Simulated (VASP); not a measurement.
GeAs4:

```
Ge As
1.0
     3.06925   -5.10709    0.00000
     3.06925    5.10709    0.00000
     0.00000    0.00000    4.84171
Ge As
1 4
Direct
  0.50000 0.50000 0.15716
  0.23891 0.23891 0.74603
  0.76109 0.76109 0.74603
  0.32995 0.67005 0.53284
  0.67005 0.32995 0.53284
```

The cell was generated, and may not be a known phase.

| Quantity | Value |
| --- | --- |
| Program | VASP 6.6.1 |
| Task | relaxation of cell and atoms |
| Functional | PBE |
| Potentials or basis | VASP PAW PBE potentials, release 64 (Ge_d, As) |
| Cutoff | 600 eV |
| k mesh | 4 × 4 × 4 |
| Occupations | gaussian, width 0.1 eV |
| Spin | no spin polarisation |

At the start: pressure 0.2 GPa; volume 30.36 Å³/atom.

Question: How do energy, volume and symmetry change on relaxing?

Answer: Over 21 steps the energy falls by 42.0 meV/atom and the volume is 33.46 Å³/atom (+10.2 %); space group Cmm2 (No. 35, to 0.1 Å) before and after.

Step by step:
```csv
step,energy change (eV),largest force (eV/Å),pressure (GPa),volume (Å³)
1,0.0000,0.1832,0.17,151.79
2,-0.0368,0.2089,-0.03,152.46
3,-0.0793,0.3238,-0.31,153.83
4,-0.1065,0.1843,0.86,152.73
5,-0.1091,0.2518,1.59,152.08
6,-0.1178,0.2811,1.68,152.55
7,-0.1363,0.4202,1.88,153.92
8,-0.1220,0.7921,2.44,156.50
9,-0.1380,0.5467,2.05,154.84
10,-0.1677,0.3298,1.21,157.58
11,-0.1831,0.2770,0.05,161.66
12,-0.1861,0.2535,0.01,161.99
13,-0.1933,0.1818,0.00,162.96
14,-0.2006,0.2182,-0.06,164.91
15,-0.2010,0.2595,-0.08,165.46
16,-0.2052,0.1393,0.02,165.81
17,-0.2074,0.0723,0.17,166.29
18,-0.2084,0.0646,-0.06,167.07
19,-0.2084,0.0673,-0.07,167.15
20,-0.2092,0.0505,-0.02,167.21
21,-0.2098,0.0362,0.04,167.28
```

Final structure:
```xyz
5
Lattice="3.6094 -5.0223 0.0000 3.6094 5.0223 0.0000 0.0000 0.0000 4.6140" Properties=species:S:1:pos:R:3 pbc="T T T"
Ge    3.6094    0.0000    0.6571
As    1.9175    0.0000    3.4167
As    5.3013    0.0000    3.4167
As    3.6094    1.6904    2.5180
As    3.6094   -1.6904    2.5180
```

Caveat: this functional lacks dispersion, which binds layers or chains, so the pressure and a relaxed spacing across them are unreliable.
